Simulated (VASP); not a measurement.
# CaS (Fm-3m) in VASP: further runs

CaS is run at these levels: r2SCAN; tasks: single point.

All numbers are computed with VASP 6.6.1; they aren't measurements. Logs are shortened: lines on timing, memory, paths and dates and some standing lists are left out, and cuts for length are marked.

### Step 1. The cell of the first run

It takes space group Fm-3m (No. 225, cubic). Conventional cell: a = 5.686 Å, b = 5.686 Å, c = 5.686 Å, α = 90.00°, β = 90.00°, γ = 90.00°. Within 3.7 Å of Ca (site symmetry m-3m) lie 6 S at 2.84 Å. S (site symmetry m-3m) has 6 Ca at 2.84 Å within 3.7 Å.

### Step 2. Single point, r2SCAN

POSCAR reads:

```
CaS
1.0
    0.0000000000      2.8430011916      2.8430011916
    2.8430011916      0.0000000000      2.8430011916
    2.8430011916      2.8430011916      0.0000000000
Ca S
1 1
Direct
    0.5000000000      0.5000000000      0.5000000000
    0.0000000000      0.0000000000      0.0000000000
```

INCAR.step1 reads:

```
ALGO     = Normal         # electronic algorithm
EDIFF    = 1E-5           # SCF threshold, eV
ENCUT    = 550            # plane-wave cutoff, eV
GGA      = PE             # functional
GGA_COMPAT= False        
ISMEAR   = 0              # smearing method
LASPH    = True           # aspherical terms in the spheres
LCHARG   = False          # write CHGCAR
LREAL    = False          # projectors in reciprocal space
LWAVE    = True           # write WAVECAR
NBANDS   = 15             # bands
NELM     = 120            # most SCF steps
PREC     = Accurate       # precision mode
SIGMA    = 0.05           # smearing width, eV
```

INCAR.step2 reads:

```
ALGO     = Normal         # electronic algorithm
EDIFF    = 1E-6           # SCF threshold, eV
ENCUT    = 550            # plane-wave cutoff, eV
GGA_COMPAT= False        
ISIF     = 2              # what is computed and relaxed
ISMEAR   = 0              # smearing method
ISTART   = 1            
LASPH    = True           # aspherical terms in the spheres
LCHARG   = False          # write CHGCAR
LMIXTAU  = True         
LREAL    = False          # projectors in reciprocal space
LWAVE    = False          # write WAVECAR
METAGGA  = R2SCAN         # meta-GGA
NBANDS   = 15             # bands
NELM     = 120            # most SCF steps
PREC     = Accurate       # precision mode
SIGMA    = 0.05           # smearing width, eV
```

KPOINTS reads:

```
k-points
0
Gamma
  10 10 10
```

Potentials or basis: VASP PAW PBE potentials, release 64 (Ca_sv, S).

Command:

```
> cat potpaw_PBE.64/Ca_sv/POTCAR potpaw_PBE.64/S/POTCAR > POTCAR
> cp INCAR.step1 INCAR
> mpirun -np 1 vasp_std > vasp.out
> cp INCAR.step2 INCAR
> mpirun -np 1 vasp_std > vasp.out
```

OUTCAR:

```text
EDIFF = 1E-6
   ENCUT = 550
   ISIF = 2
   ISMEAR = 0
   ISTART = 1
   LASPH = True
   LREAL = False
   METAGGA = R2SCAN
   NELM = 120
   PREC = Accurate

 ion  position               nearest neighbor table
   1  0.500  0.500  0.500-   2 2.84   2 2.84   2 2.84   2 2.84   2 2.84   2 2.84
   2  0.000  0.000  0.000-   1 2.84   1 2.84   1 2.84   1 2.84   1 2.84   1 2.84

  LATTYP: Found a face centered cubic cell.
 ALAT       =     5.6860023832

  Lattice vectors:

 A1 = (   0.0000000000,   2.8430011916,   2.8430011916)
 A2 = (   2.8430011916,   0.0000000000,   2.8430011916)
 A3 = (   2.8430011916,   2.8430011916,   0.0000000000)

Analysis of symmetry for initial positions (statically):
=====================================================================
 Subroutine PRICEL returns:
 Original cell was already a primitive cell.

 Routine SETGRP: Setting up the symmetry group for a
 face centered cubic supercell.

 Subroutine GETGRP returns: Found 48 space group operations
 (whereof 48 operations were pure point group operations)
 out of a pool of 48 trial point group operations.

The static configuration has the point symmetry O_h .

Analysis of symmetry for dynamics (positions and initial velocities):
=====================================================================
 Subroutine PRICEL returns:
 Original cell was already a primitive cell.

 Routine SETGRP: Setting up the symmetry group for a
 face centered cubic supercell.

 Subroutine GETGRP returns: Found 48 space group operations
 (whereof 48 operations were pure point group operations)
 out of a pool of 48 trial point group operations.

The dynamic configuration has the point symmetry O_h .

 Subroutine INISYM returns: Found 48 space group operations
 (whereof 48 operations are pure point group operations),
 and found     1 'primitive' translations

----------------------------------------------------------------------------------------

                                     Primitive cell

  volume of cell :      45.9580

  direct lattice vectors                    reciprocal lattice vectors
     0.000000000  2.843001192  2.843001192    -0.175870486  0.175870486  0.175870486
     2.843001192  0.000000000  2.843001192     0.175870486 -0.175870486  0.175870486
     2.843001192  2.843001192  0.000000000     0.175870486  0.175870486 -0.175870486

  length of vectors
     4.020610843  4.020610843  4.020610843     0.304616617  0.304616617  0.304616617

  position of ions in fractional coordinates (direct lattice)
     0.500000000  0.500000000  0.500000000
     0.000000000  0.000000000  0.000000000

  ion indices of the primitive-cell ions
   primitive index   ion index
                 1           1
                 2           2

----------------------------------------------------------------------------------------

 KPOINTS: k-points

Automatic generation of k-mesh.
 Grid dimensions read from file:
 generate k-points for:   10   10   10

 Generating k-lattice:

  Cartesian coordinates                     Fractional coordinates (reciprocal lattice)
    -0.017587049  0.017587049  0.017587049     0.100000000  0.000000000  0.000000000
     0.017587049 -0.017587049  0.017587049     0.000000000  0.100000000  0.000000000
     0.017587049  0.017587049 -0.017587049     0.000000000  0.000000000  0.100000000

  Length of vectors
     0.030461662  0.030461662  0.030461662

  Shift w.r.t. Gamma in fractional coordinates (k-lattice)
     0.000000000  0.000000000  0.000000000

 Subroutine IBZKPT returns following result:
 ===========================================

 Found     47 irreducible k-points:

 Following reciprocal coordinates:
            Coordinates               Weight
  0.000000  0.000000  0.000000      1.000000
  0.100000  0.000000  0.000000      8.000000
  0.200000  0.000000  0.000000      8.000000
  0.300000  0.000000  0.000000      8.000000
  0.400000  0.000000  0.000000      8.000000
  0.500000  0.000000  0.000000      4.000000
[... 16 lines left out ...]
  0.300000  0.300000  0.000000      6.000000
  0.400000  0.300000  0.000000     24.000000
 [... further k-points ...]
   k-points           NKPTS =     47   k-points in BZ     NKDIM =     47   number of bands    NBANDS=     15
   number of dos      NEDOS =    301   number of ions     NIONS =      2
   total plane-waves  NPLWV =  32768
   dimension x,y,z NGX =    32 NGY =   32 NGZ =   32
   dimension x,y,z NGXF=    64 NGYF=   64 NGZF=   64
   ions per type =               1   1
   NGX,Y,Z   is equivalent  to a cutoff of  13.23, 13.23, 13.23 a.u.
   NGXF,Y,Z  is equivalent  to a cutoff of  26.46, 26.46, 26.46 a.u.
 SYSTEM =  unknown system
   PREC   = accura    normal or accurate (medium, high low for compatibility)
   ISTART =      1    job   : 0-new  1-cont  2-samecut
   ICHARG =      0    charge: 1-file 2-atom 10-const
   ISPIN  =      1    spin polarized calculation?
   LNONCOLLINEAR =      F non collinear calculations
   LSORBIT =      F    spin-orbit coupling
   LASPH  =      T    aspherical Exc in radial PAW
   ENCUT  =  550.0 eV  40.42 Ry    6.36 a.u.   7.69  7.69  7.69*2*pi/ulx,y,z
   NELM   =    120;   NELMIN=  2; NELMDL=  0     # of ELM steps
   EDIFF  = 0.1E-05   stopping-criterion for ELM
   LREAL  =      F    real-space projection
   EDIFFG = 0.1E-04   stopping-criterion for IOM
   NSW    =      0    number of steps for IOM
   IBRION =     -1    ionic relax: 0-MD 1-quasi-New 2-CG
   NFREE  =      0    steps in history (QN), initial steepest desc. (CG)
   ISIF   =      2    stress and relaxation
   ISYM   =      2    0-nonsym 1-usesym 2-fastsym
   POTIM  = 0.5000    time-step for ionic-motion
   TEBEG  =    0.0;   TEEND  =   0.0 temperature during run
   PSTRESS=    0.0 pullay stress
   NELECT =      16.0000    total number of electrons
   NUPDOWN=      -1.0000    fix difference up-down
   EMIN   =  10.00;   EMAX   =-10.00  energy-range for DOS
   EFERMI =   0.00;   METHOD = LEGACY
   ISMEAR =     0;   SIGMA  =   0.05  broadening in eV -4-tet -1-fermi 0-gaus
   EFERMI_NEDOS =   21; number of points for ismear=-14 and -15
   IALGO  =     38    algorithm
   IMIX   =      4    mixing-type and parameters
     AMIX     =   0.40;   BMIX     =  1.00
     AMIX_MAG =   1.60;   BMIX_MAG =  1.00
  volume/ion in A,a.u.               =      22.98       155.07
  Fermi-wavevector in a.u.,A,eV,Ry     =   1.151669  2.176339 18.045980  1.326342
  Thomas-Fermi vector in A             =   2.288325
   LORBIT       =      0    0 simple, 1 ext, 2 COOP (PROOUT), +10 PAW based schemes
   METAGGA = R2SCAN    functional components
   LHFCALC =     F    Hartree Fock is set to
   AEXX    =    0.0000 exact exchange contribution
   IVDW    =     0    specifies the selected vdW correction
   LEPSILON=     F    determine dielectric tensor
   LRPA    =     F    only Hartree local field effects (RPA)
 non-spin polarized calculation
 Gauss-broadening in eV      SIGMA  =   0.05
  energy-cutoff  :      550.00
  volume of cell :       45.96
 maximum number of plane-waves:      1363
   NGX = 15   NGY = 15   NGZ = 15

 number of electron      16.0000000 magnetization

 Free energy of the ion-electron system (eV)
  ---------------------------------------------------
  ext. energy  EPLUGINS =         0.00000000
  ---------------------------------------------------
  free energy    TOTEN  =       -19.94138010 eV

  energy without entropy =      -19.94138010  energy(sigma->0) =      -19.94138010

 E-fermi :   2.8361     XC(G=0):  -9.8043

 val. band max:        2.5215128088   @ k =   0.0000   0.0000   0.0000
 cond. band min:       5.3138573704   @ k =   0.5000   0.5000   0.0000
 fundamental gap:      2.7923445616
 Fermi energy:         2.8360913887

 k-point     1 :       0.0000    0.0000    0.0000
  band No.  band energies     occupation
      1     -38.1807      2.00000
      2     -18.2815      2.00000
      3     -18.2815      2.00000
      4     -18.2815      2.00000
      5      -9.2892      2.00000
      6       2.5215      2.00000
      7       2.5215      2.00000
      8       2.5215      2.00000
      9       7.1933      0.00000
     10       7.1933      0.00000
     11       7.1933      0.00000
     12       7.4785      0.00000
     13       7.8346      0.00000
     14       7.8346      0.00000
     15      14.1284      0.00000

 k-point     2 :       0.1000    0.0000    0.0000
  band No.  band energies     occupation
      1     -38.1796      2.00000
      2     -18.2988      2.00000
      3     -18.2827      2.00000
      4     -18.2827      2.00000
      5      -9.2163      2.00000
      6       2.0870      2.00000
      7       2.3728      2.00000
      8       2.3728      2.00000
      9       7.2166      0.00000
     10       7.3506      0.00000
     11       7.3506      0.00000
     12       7.9618      0.00000
     13       8.1060      0.00000
     14       8.1060      0.00000
     15      14.2479      0.00000

 k-point     3 :       0.2000    0.0000    0.0000
  band No.  band energies     occupation
      1     -38.1767      2.00000
      2     -18.3433      2.00000
      3     -18.2858      2.00000
      4     -18.2858      2.00000
      5      -9.0194      2.00000
      6       1.1778      2.00000
      7       2.0343      2.00000
      8       2.0343      2.00000
      9       7.2744      0.00000
     10       7.7635      0.00000
     11       7.7635      0.00000
     12       8.8380      0.00000
     13       8.8380      0.00000
     14       9.0410      0.00000
     15      13.9194      0.00000

 k-point     4 :       0.3000    0.0000    0.0000
  band No.  band energies     occupation
      1     -38.1731      2.00000
      2     -18.3973      2.00000
      3     -18.2897      2.00000
      4     -18.2897      2.00000
      5      -8.7610      2.00000
      6       0.2753      2.00000
      7       1.6851      2.00000
      8       1.6851      2.00000
      9       7.4970      0.00000
     10       8.3613      0.00000
     11       8.3613      0.00000
     12       9.8039      0.00000
     13       9.8039      0.00000
     14       9.8659      0.00000
     15      13.5134      0.00000
[... 307 lines left out ...]
 k-point    22 :      -0.2000    0.2000    0.0000
  band No.  band energies     occupation
      1     -38.1719      2.00000
      2     -18.3870      2.00000
      3     -18.3186      2.00000
      4     -18.2877      2.00000
      5      -8.7226      2.00000
      6       0.3081      2.00000
      7       1.5395      2.00000
      8       1.5660      2.00000
      9       7.7609      0.00000
     10       8.1328      0.00000
     11       8.4903      0.00000
     12       9.1579      0.00000
     13      10.1125      0.00000
     14      10.7042      0.00000
     15      13.4715      0.00000

 k-point    23 :       0.3000    0.3000    0.0000
  band No.  band energies     occupation
      1     -38.1707      2.00000
      2     -18.3742      2.00000
      3     -18.3139      2.00000
      4     -18.3139      2.00000
      5      -8.7700      2.00000
      6       0.3145      2.00000
      7       1.8736      2.00000
      8       1.8736      2.00000
      9       5.8301      0.00000
     10       8.3847      0.00000
     11       8.7364      0.00000
     12       9.4511      0.00000
     13       9.4511      0.00000
     14      12.0247      0.00000
     15      12.6958      0.00000

 k-point    24 :       0.4000    0.3000    0.0000
  band No.  band energies     occupation
      1     -38.1685      2.00000
      2     -18.3918      2.00000
      3     -18.3234      2.00000
      4     -18.3189      2.00000
      5      -8.6760      2.00000
      6       0.1884      2.00000
      7       1.5916      2.00000
      8       1.7378      2.00000
      9       5.8736      0.00000
     10       8.6931      0.00000
     11       9.2401      0.00000
     12       9.7180      0.00000
     13       9.7321      0.00000
     14      11.0912      0.00000
     15      12.8607      0.00000

 [... further k-points ...]

------------------------ aborting loop because EDIFF is reached ----------------------------------------

  FORCE on cell =-STRESS in cart. coord.  units (eV):
  Direction    XX          YY          ZZ          XY          YZ          ZX
  --------------------------------------------------------------------------------------
  -------------------------------------------------------------------------------------
  Total        0.1801563      0.1801563      0.1801563      0.0000000      0.0000000      0.0000000
  in kB        6.2805662      6.2805662      6.2805662      0.0000000      0.0000000      0.0000000
  external PRESSURE =       6.2805662 kB  Pullay stress =       0.0000000 kB

 VOLUME and BASIS-vectors are now :
 -----------------------------------------------------------------------------
  energy-cutoff  :      550.00
  volume of cell :       45.96
      direct lattice vectors                 reciprocal lattice vectors
     0.000000000  2.843001192  2.843001192    -0.175870486  0.175870486  0.175870486
     2.843001192  0.000000000  2.843001192     0.175870486 -0.175870486  0.175870486
     2.843001192  2.843001192  0.000000000     0.175870486  0.175870486 -0.175870486

 POSITION                                       TOTAL-FORCE (eV/Angst)
 -----------------------------------------------------------------------------------
      2.84300      2.84300      2.84300        -0.000000      0.000000     -0.000000
      0.00000      0.00000      0.00000         0.000000     -0.000000      0.000000
 -----------------------------------------------------------------------------------
    total drift:                                0.000000     -0.000000      0.000000

  FREE ENERGIE OF THE ION-ELECTRON SYSTEM (eV)
  ---------------------------------------------------
  free  energy   TOTEN  =       -19.9413801049 eV

  energy  without entropy=      -19.9413801049  energy(sigma->0) =      -19.94138010
```

It took 3.8 min on 1 thread of AMD EPYC 7R43 (Zen 3), shared host; peak memory 0.16 GiB.

What came out:

| Quantity | Value |
| --- | --- |
| Free energy | -19.9414 eV |
| Pressure | 0.6 GPa |
| Band gap on the k mesh | 2.79 eV (least direct gap 3.62 eV) |

Levels at points of the mesh, in eV from the valence-band top:
| k point | band 5 | band 6 | band 7 | band 8 | band 9 | band 10 | band 11 | band 12 |
| --- | --- | --- | --- | --- | --- | --- | --- | --- |
| (0.00, 0.00, 0.00) | -11.81 | 0.00 | 0.00 | 0.00 | 4.67 | 4.67 | 4.67 | 4.96 |
| (0.50, 0.00, 0.00) | -10.97 | -3.12 | -1.17 | -1.17 | 5.80 | 6.70 | 6.83 | 6.83 |
| (0.50, 0.50, 0.00) | -11.17 | -2.32 | -0.83 | -0.83 | 2.79 | 6.19 | 6.80 | 7.43 |

Caveat: the PAW data sets were made with another functional, which shifts forces and pressure a little.

### Step 3. Single point, r2SCAN

POSCAR is that of step 2.

INCAR.step1 reads:

```
SYSTEM = CaS
PREC     = Accurate       ! precision mode
ENCUT    = 550            ! plane-wave cutoff, eV
ISMEAR   = 0              ! smearing method
SIGMA    = 0.05           ! smearing width, eV
LREAL    = .False.        ! projectors in reciprocal space
LASPH    = .True.         ! aspherical terms in the spheres
NELM     = 120            ! most SCF steps
NBANDS   = 15             ! bands
GGA      = PE             ! functional
ALGO     = Normal         ! electronic algorithm
EDIFF    = 1E-5           ! SCF threshold, eV
LWAVE    = .True.         ! write WAVECAR
LCHARG   = .False.        ! write CHGCAR
GGA_COMPAT= .False.
```

INCAR.step2 reads:

```
SYSTEM = CaS
PREC     = Accurate       ! precision mode
ENCUT    = 550            ! plane-wave cutoff, eV
EDIFF    = 1E-6           ! SCF threshold, eV
ISMEAR   = 0              ! smearing method
SIGMA    = 0.05           ! smearing width, eV
LREAL    = .False.        ! projectors in reciprocal space
LASPH    = .True.         ! aspherical terms in the spheres
NELM     = 120            ! most SCF steps
ALGO     = Normal         ! electronic algorithm
ISIF     = 2              ! what is computed and relaxed
LWAVE    = .False.        ! write WAVECAR
LCHARG   = .False.        ! write CHGCAR
METAGGA  = R2SCAN         ! meta-GGA
LMIXTAU  = .True.       
NBANDS   = 15             ! bands
ISTART   = 1            
GGA_COMPAT= .False.
```

KPOINTS reads:

```
regular mesh
0
Gamma
  10 10 10
  0 0 0
```

Potentials or basis: VASP PAW PBE potentials, release 64 (Ca_sv, S).

Command:

```
> cat potpaw_PBE.64/Ca_sv/POTCAR potpaw_PBE.64/S/POTCAR > POTCAR
> cp INCAR.step1 INCAR
> mpirun -np 1 vasp_std > vasp.out
> cp INCAR.step2 INCAR
> mpirun -np 1 vasp_std > vasp.out
```

Run time: 3.6 min. Hardware: 1 thread of AMD EPYC 7R43 (Zen 3), shared host; peak memory 0.17 GiB.

Results (log left out):

- Free energy: -19.9414 eV
- Pressure: 0.6 GPa
- Band gap on the k mesh: 2.79 eV (least direct gap 3.62 eV)

Levels at points of the mesh, in eV from the valence-band top:
| k point | band 4 | band 5 | band 6 | band 7 | band 8 | band 9 | band 10 | band 11 | band 12 | band 13 |
| --- | --- | --- | --- | --- | --- | --- | --- | --- | --- | --- |
| (0.00, 0.00, 0.00) | -20.80 | -11.81 | 0.00 | 0.00 | 0.00 | 4.67 | 4.67 | 4.67 | 4.96 | 5.31 |
| (0.50, 0.00, 0.00) | -20.82 | -10.97 | -3.12 | -1.17 | -1.17 | 5.80 | 6.70 | 6.83 | 6.83 | 8.86 |
| (0.50, 0.50, 0.00) | -20.85 | -11.17 | -2.32 | -0.83 | -0.83 | 2.79 | 6.19 | 6.80 | 7.43 | 7.43 |

Caveat: the PAW data sets were made with another functional, which shifts forces and pressure a little. A k mesh can miss the band edges.
